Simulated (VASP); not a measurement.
# Pt (P6_3/mmc) in VASP: notebook, part 2 of 2

VASP 6.6.1.

## Step 4: Single point, r2SCAN

This run uses another cell than the first one, of 15.81 Å³/atom, 0.974 times its volume.

Contents of POSCAR:

```
Pt
1.0
    2.7606660000      0.0000000000      0.0000000000
   -1.3803330000      2.3908070000      0.0000000000
    0.0000000000      0.0000000000      4.7921340000
Pt
2
Direct
    0.6666666667      0.3333333333      0.7500000000
    0.3333333333      0.6666666667      0.2500000000
```

Contents of INCAR.step1:

```
SYSTEM = Pt
PREC     = Accurate       ! precision mode
ENCUT    = 550            ! plane-wave cutoff, eV
ISMEAR   = -1             ! smearing method
SIGMA    = 0.1            ! smearing width, eV
LREAL    = .FALSE.        ! projectors in reciprocal space
LASPH    = .TRUE.         ! aspherical terms in the spheres
NELM     = 120            ! most SCF steps
NBANDS   = 25             ! bands
GGA      = PE             ! functional
ALGO     = Normal         ! electronic algorithm
EDIFF    = 1E-5           ! SCF threshold, eV
LWAVE    = .TRUE.         ! write WAVECAR
LCHARG   = .FALSE.        ! write CHGCAR
GGA_COMPAT= .FALSE.
```

Contents of INCAR.step2:

```
SYSTEM = Pt
PREC     = Accurate       ! precision mode
ENCUT    = 550            ! plane-wave cutoff, eV
EDIFF    = 1E-6           ! SCF threshold, eV
ISMEAR   = -1             ! smearing method
SIGMA    = 0.1            ! smearing width, eV
LREAL    = .FALSE.        ! projectors in reciprocal space
LASPH    = .TRUE.         ! aspherical terms in the spheres
NELM     = 120            ! most SCF steps
ALGO     = Normal         ! electronic algorithm
ISIF     = 2              ! what is computed and relaxed
LWAVE    = .FALSE.        ! write WAVECAR
LCHARG   = .TRUE.         ! write CHGCAR
METAGGA  = R2SCAN         ! meta-GGA
LMIXTAU  = .TRUE.       
LELF     = .TRUE.         ! ELF
LVHAR    = .TRUE.       
NBANDS   = 25             ! bands
ISTART   = 1            
GGA_COMPAT= .FALSE.
```

Contents of KPOINTS:

```
regular mesh
0
G
  10 10 5
  0 0 0
```

Potentials or basis: VASP PAW PBE potentials, release 64 (Pt_sv_GW).

On the command line:

```console
cat potpaw_PBE.64/Pt_sv_GW/POTCAR > POTCAR
cp INCAR.step1 INCAR
mpirun -np 1 vasp_std > vasp.out
cp INCAR.step2 INCAR
mpirun -np 1 vasp_std > vasp.out
```

OUTCAR:

```text
SYSTEM = Pt
   PREC = Accurate
   ENCUT = 550
   EDIFF = 1E-6
   ISMEAR = -1
   LREAL = .FALSE.
   LASPH = .TRUE.
   NELM = 120
   ISIF = 2
   METAGGA = R2SCAN
   ISTART = 1

 ion  position               nearest neighbor table
   1  0.667  0.333  0.750-   2 2.88   2 2.88   2 2.88   2 2.88   2 2.88   2 2.88
   2  0.333  0.667  0.250-   1 2.88   1 2.88   1 2.88   1 2.88   1 2.88   1 2.88

  LATTYP: Found a hexagonal cell.
 ALAT       =     2.7606660000
 C/A-ratio  =     1.7358615638

  Lattice vectors:
[... 861 lines left out ...]

------------------------ aborting loop because EDIFF is reached ----------------------------------------

  FORCE on cell =-STRESS in cart. coord.  units (eV):
  Direction    XX          YY          ZZ          XY          YZ          ZX
  --------------------------------------------------------------------------------------
  -------------------------------------------------------------------------------------
  Total       -1.6465350     -1.6465351     -1.5527724     -0.0000000      0.0000000      0.0000000
  in kB      -83.4054073    -83.4054152    -78.6558530     -0.0000000      0.0000000      0.0000000
  external PRESSURE =     -81.8222251 kB  Pullay stress =       0.0000000 kB

 VOLUME and BASIS-vectors are now :
 -----------------------------------------------------------------------------
  energy-cutoff  :      550.00
  volume of cell :       31.63
      direct lattice vectors                 reciprocal lattice vectors
     2.760666000  0.000000000  0.000000000     0.362231433  0.209134405  0.000000000
    -1.380333000  2.390807000  0.000000000     0.000000000  0.418268810  0.000000000
     0.000000000  0.000000000  4.792134000     0.000000000  0.000000000  0.208675300

 POSITION                                       TOTAL-FORCE (eV/Angst)
 -----------------------------------------------------------------------------------
      1.38033      0.79694      3.59410         0.000000     -0.000000      0.000000
     -0.00000      1.59387      1.19803        -0.000000      0.000000      0.000000
 -----------------------------------------------------------------------------------
    total drift:                               -0.000001      0.000000     -0.000000

  FREE ENERGIE OF THE ION-ELECTRON SYSTEM (eV)
  ---------------------------------------------------
  free  energy   TOTEN  =      -102.7321400166 eV

  energy  without entropy=     -102.6300160117  energy(sigma->0) =     -102.68107801
```

OSZICAR.step1:

```text
N       E                     dE             d eps       ncg     rms          rms(c)
DAV:   1     0.432472178784E+03    0.43247E+03   -0.27928E+04  2300   0.167E+03
DAV:   2     0.510205078777E+00   -0.43196E+03   -0.42249E+03  2476   0.602E+02
DAV:   3    -0.140331081066E+02   -0.14543E+02   -0.14367E+02  2472   0.107E+02
DAV:   4    -0.141253449065E+02   -0.92237E-01   -0.92116E-01  2518   0.893E+00
DAV:   5    -0.141258337744E+02   -0.48887E-03   -0.48880E-03  2456   0.609E-01    0.883E+01
DAV:   6    -0.121701355625E+02    0.19557E+01   -0.38849E+00  2230   0.160E+01    0.469E+01
DAV:   7    -0.121083806917E+02    0.61755E-01   -0.72360E-01  2500   0.618E+00    0.796E+00
DAV:   8    -0.120756575854E+02    0.32723E-01   -0.14635E-01  2273   0.354E+00    0.555E-01
DAV:   9    -0.120754569621E+02    0.20062E-03   -0.27648E-03  2269   0.542E-01    0.307E-01
DAV:  10    -0.120754115221E+02    0.45440E-04   -0.81179E-05  2585   0.107E-01    0.172E-01
DAV:  11    -0.120754163314E+02   -0.48093E-05   -0.17581E-05  1457   0.367E-02
   1 F= -.12075416E+02 E0= -.12020434E+02  d E =-.109965E+00
```

Run time: 92 s. Hardware: 1 thread of AMD EPYC 9R45 (Zen 5), shared host; peak memory 0.16 GiB.

Results:

```
Free energy            : -102.7321 eV
Pressure               : -8.2 GPa
Band gap on the k mesh : zero (band 18 reaches 10.12 eV, above the bottom of band 19 at 8.88 eV)
```

Stress tensor (GPa, compression positive):
```
-8.34  0.00  0.00
 0.00 -8.34  0.00
 0.00  0.00 -7.87
```

Caveat: the PAW data sets were made with another functional, which shifts forces and pressure a little; spin-orbit coupling is left out, which moves the levels of the heavy elements.

## Step 5: Single point, r2SCAN

This run uses another cell than the first one, of 17.08 Å³/atom, 1.052 times its volume.

Contents of POSCAR:

```
Pt
1.0
    2.8324034741      0.0000000000      0.0000000000
   -1.4162017370      2.4529334779      0.0000000000
    0.0000000000      0.0000000000      4.9166603240
Pt
2
Direct
    0.6666666667      0.3333333333      0.7500000000
    0.3333333333      0.6666666667      0.2500000000
```

Contents of INCAR.step1:

```
PREC = Accurate
ENCUT = 550
ISMEAR = -1
SIGMA = 0.1
LREAL = F
LASPH = T
NELM = 120
NBANDS = 25
GGA = PE
ALGO = Normal
EDIFF = 1E-5
LWAVE = T
LCHARG = F
GGA_COMPAT = F
```

Contents of INCAR.step2:

```
PREC = Accurate
ENCUT = 550
EDIFF = 1E-6
ISMEAR = -1
SIGMA = 0.1
LREAL = F
LASPH = T
NELM = 120
ALGO = Normal
ISIF = 2
LWAVE = F
LCHARG = F
METAGGA = R2SCAN
LMIXTAU = T
NBANDS = 25
ISTART = 1
GGA_COMPAT = F
```

Contents of KPOINTS:

```
regular mesh
0
Gamma
  10 10 5
```

Potentials or basis: VASP PAW PBE potentials, release 64 (Pt_sv_GW).

On the command line:

```console
cat potpaw_PBE.64/Pt_sv_GW/POTCAR > POTCAR
cp INCAR.step1 INCAR
mpirun -np 1 vasp_std > vasp.out
cp INCAR.step2 INCAR
mpirun -np 1 vasp_std > vasp.out
```

OUTCAR:

```text
PREC = Accurate
   ENCUT = 550
   EDIFF = 1E-6
   ISMEAR = -1
   LREAL = F
   LASPH = T
   NELM = 120
   ISIF = 2
   METAGGA = R2SCAN
   ISTART = 1

 ion  position               nearest neighbor table
   1  0.667  0.333  0.750-   2 2.95   2 2.95   2 2.95   2 2.95   2 2.95   2 2.95
   2  0.333  0.667  0.250-   1 2.95   1 2.95   1 2.95   1 2.95   1 2.95   1 2.95

  LATTYP: Found a hexagonal cell.
 ALAT       =     2.8324034741
 C/A-ratio  =     1.7358615638

  Lattice vectors:

 A1 = (   2.8324034741,   0.0000000000,   0.0000000000)
 A2 = (  -1.4162017370,   2.4529334779,   0.0000000000)
 A3 = (   0.0000000000,   0.0000000000,   4.9166603240)

Analysis of symmetry for initial positions (statically):
=====================================================================
 Subroutine PRICEL returns:
 Original cell was already a primitive cell.

 Routine SETGRP: Setting up the symmetry group for a
 hexagonal supercell.

 Subroutine GETGRP returns: Found 24 space group operations
 (whereof 12 operations were pure point group operations)
 out of a pool of 24 trial point group operations.

[... 152 lines left out ...]
   NGX = 11   NGY = 11   NGZ = 19

 number of electron      36.0000002 magnetization

 Free energy of the ion-electron system (eV)
  ---------------------------------------------------
  ext. energy  EPLUGINS =         0.00000000
  ---------------------------------------------------
  free energy    TOTEN  =      -102.51315276 eV

  energy without entropy =     -102.39914247  energy(sigma->0) =     -102.45614762

 E-fermi :   8.3383     XC(G=0): -14.3225

 val. band max:        8.3314534535   @ k =   0.4000  -0.0000   0.0000
 cond. band min:       8.3475502502   @ k =   0.3000   0.1000   0.4000
 fundamental gap:      0.0160967966
 Fermi energy:         8.3382891458

 k-point     1 :       0.0000    0.0000    0.0000
  band No.  band energies     occupation
      1     -91.8521      2.00000
      2     -91.8363      2.00000
      3     -45.4905      2.00000
      4     -45.3544      2.00000
      5     -45.3544      2.00000
      6     -45.3232      2.00000
[... 661 lines left out ...]
     24      21.2302      0.00000
     25      22.9854      0.00000

 [... further k-points ...]
[... 5 lines left out ...]
  --------------------------------------------------------------------------------------
  -------------------------------------------------------------------------------------
  Total       -4.9005174     -4.9005179     -4.3614226     -0.0000000     -0.0000000      0.0000000
  in kB     -229.8483680   -229.8483897   -204.5632683     -0.0000000     -0.0000000      0.0000000
  external PRESSURE =    -221.4200087 kB  Pullay stress =       0.0000000 kB

 VOLUME and BASIS-vectors are now :
 -----------------------------------------------------------------------------
  energy-cutoff  :      550.00
  volume of cell :       34.16
      direct lattice vectors                 reciprocal lattice vectors
     2.832403474  0.000000000  0.000000000     0.353057045  0.203837570  0.000000000
    -1.416201737  2.452933478  0.000000000     0.000000000  0.407675140  0.000000000
     0.000000000  0.000000000  4.916660324     0.000000000  0.000000000  0.203390093

 POSITION                                       TOTAL-FORCE (eV/Angst)
 -----------------------------------------------------------------------------------
      1.41620      0.81764      3.68750         0.000000     -0.000000      0.000000
     -0.00000      1.63529      1.22917        -0.000000      0.000000      0.000000
 -----------------------------------------------------------------------------------
    total drift:                                0.000000     -0.000000      0.000000

  FREE ENERGIE OF THE ION-ELECTRON SYSTEM (eV)
  ---------------------------------------------------
  free  energy   TOTEN  =      -102.5131527614 eV

  energy  without entropy=     -102.3991424744  energy(sigma->0) =     -102.45614762
```

OUTCAR.step1:

```text
PREC = Accurate
   ENCUT = 550
   ISMEAR = -1
   LREAL = F
   LASPH = T
   NELM = 120
[... 894 lines left out ...]
 -----------------------------------------------------------------------------------
      1.41620      0.81764      3.68750        -0.000000      0.000000      0.000000
     -0.00000      1.63529      1.22917         0.000000      0.000000      0.000000
 -----------------------------------------------------------------------------------
    total drift:                                0.000000     -0.000000      0.000000

  FREE ENERGIE OF THE ION-ELECTRON SYSTEM (eV)
  ---------------------------------------------------
  free  energy   TOTEN  =       -11.9412500441 eV

  energy  without entropy=      -11.8182962975  energy(sigma->0) =      -11.87977317
```

Wall time 72 s (1 thread of Intel Xeon 6975P-C (Granite Rapids), shared host); peak memory 0.19 GiB.

Results:

```yaml
Free_energy: -102.5132 eV
Pressure: -22.1 GPa
Band_gap_on_the_k_mesh: zero (band 18 reaches 8.76 eV, above the bottom of band 19 at 7.68 eV)
```

Levels at points of the mesh, in eV from the Fermi level:
| k point | band 16 | band 17 | band 18 | band 19 | band 20 | band 21 |
| --- | --- | --- | --- | --- | --- | --- |
| (0.00, 0.00, 0.00) | -1.70 | -1.70 | -0.27 | -0.27 | -0.15 | 4.43 |
| (0.50, 0.00, 0.00) | -0.09 | 0.24 | 0.42 | 2.30 | 3.69 | 7.29 |

Caveat: the PAW data sets were made with another functional, which shifts forces and pressure a little; spin-orbit coupling is left out, which moves the levels of the heavy elements.

## Step 6: Single point, r2SCAN

This run uses another cell than the first one, of 16.66 Å³/atom, 1.026 times its volume.

Contents of POSCAR:

```
Pt
1.0
    2.8088969673      0.0000000000      0.0000000000
   -1.4044484836      2.4325762449      0.0000000000
    0.0000000000      0.0000000000      4.8758562823
Pt
2
Direct
    0.6666666667      0.3333333333      0.7500000000
    0.3333333333      0.6666666667      0.2500000000
```

Contents of INCAR.step1:

```
ALGO = Normal
EDIFF = 1E-5
ENCUT = 550
GGA = PE
GGA_COMPAT = False
ISMEAR = -1
LASPH = True
LCHARG = False
LREAL = False
LWAVE = True
NBANDS = 25
NELM = 120
PREC = Accurate
SIGMA = 0.1
```

Contents of INCAR.step2:

```
ALGO = Normal
EDIFF = 1E-6
ENCUT = 550
GGA_COMPAT = False
ISIF = 2
ISMEAR = -1
ISTART = 1
LASPH = True
LCHARG = False
LMIXTAU = True
LREAL = False
LWAVE = False
METAGGA = R2SCAN
NBANDS = 25
NELM = 120
PREC = Accurate
SIGMA = 0.1
```

Contents of KPOINTS:

```
k-points
0
Gamma
  10 10 5
```

Potentials or basis: VASP PAW PBE potentials, release 64 (Pt_sv_GW).

On the command line:

```console
cat potpaw_PBE.64/Pt_sv_GW/POTCAR > POTCAR
cp INCAR.step1 INCAR
mpirun -np 1 vasp_std > vasp.out
cp INCAR.step2 INCAR
mpirun -np 1 vasp_std > vasp.out
```

Run time: 2.2 min. Hardware: 1 thread of Intel Xeon Platinum 8488C (Sapphire Rapids), shared host; peak memory 0.19 GiB.

The run converged. Its results:

| Item | Value |
| --- | --- |
| Free energy | -102.6100 eV |
| Pressure | -18.3 GPa |
| Band gap on the k mesh | zero (band 18 reaches 9.19 eV, above the bottom of band 19 at 8.06 eV) |

Stress tensor (GPa, compression positive):
```
-18.99   0.00   0.00
  0.00 -18.99   0.00
  0.00   0.00 -17.02
```

Levels at points of the mesh, in eV from the Fermi level:
| k point | band 14 | band 15 | band 16 | band 17 | band 18 | band 19 | band 20 | band 21 | band 22 | band 23 |
| --- | --- | --- | --- | --- | --- | --- | --- | --- | --- | --- |
| (0.00, 0.00, 0.00) | -2.91 | -2.91 | -1.77 | -1.77 | -0.28 | -0.28 | -0.26 | 4.58 | 16.02 | 16.45 |
| (0.50, 0.00, 0.00) | -2.75 | -2.31 | -0.08 | 0.26 | 0.44 | 2.34 | 3.78 | 7.41 | 9.04 | 9.54 |

Caveat: the PAW data sets were made with another functional, which shifts forces and pressure a little; spin-orbit coupling is left out, which moves the levels of the heavy elements.

## Step 7: Summary

```csv
cell,gap on the mesh (eV),pressure (GPa)
"a = 2.785, b = 2.785, c = 4.834 Å, angles 90.0, 90.0, 120.0°, 2 atoms",none,-13.7
"a = 2.685, b = 2.685, c = 4.661 Å, angles 90.0, 90.0, 120.0°, 2 atoms",none,15.9
"a = 2.761, b = 2.761, c = 4.792 Å, angles 90.0, 90.0, 120.0°, 2 atoms",none,-8.2
"a = 2.832, b = 2.832, c = 4.917 Å, angles 90.0, 90.0, 120.0°, 2 atoms",none,-22.1
"a = 2.809, b = 2.809, c = 4.876 Å, angles 90.0, 90.0, 120.0°, 2 atoms",none,-18.3
```

Alike in all rows: task single point; level r2SCAN; potentials or basis VASP PAW PBE potentials, release 64 (Pt_sv_GW); no spin polarisation; k mesh 10 × 10 × 5; cutoff (eV) 550; smearing fermi-dirac 0.1 eV.

Caveats: the PAW data sets were made with another functional, which shifts forces and pressure a little; spin-orbit coupling is left out, which moves the levels of the heavy elements.

Absolute energies hang on the potentials; compare differences alone.
